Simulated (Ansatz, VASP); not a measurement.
One calculation of V, two programs

```
V
1.0
     3.02600    0.00000    0.00000
     0.00000    3.02600    0.00000
     0.00000    0.00000    3.02600
V
2
Direct
  0.00000 0.00000 0.00000
  0.50000 0.50000 0.50000
```

Alike in both runs: task single point; functional r2SCAN; k mesh 10 × 10 × 10; occupations fermi-dirac, width 0.1 eV; collinear spin.

|  | VASP | Ansatz |
| --- | --- | --- |
| version | VASP 6.6.1 | Ansatz 0.2.0 |
| potentials or method | VASP PAW PBE potentials, release 64 (V_sv), cutoff 550 eV | PAW, plane waves, scalar-relativistic |
| valence electrons in the cell | 26 | 26 |

VASP gave:

| Property | Result |
| --- | --- |
| pressure (GPa) | -6.8 |
| net moment per atom (μB) | 0.00 |

Question: Which values does Ansatz return?

Answer: Pressure (GPa): -7.4; net moment per atom (μB): 0.00.

VASP's potentials were made for PBE, not for r2SCAN. Ansatz's warnings: seeded moment not kept, stability check not made.
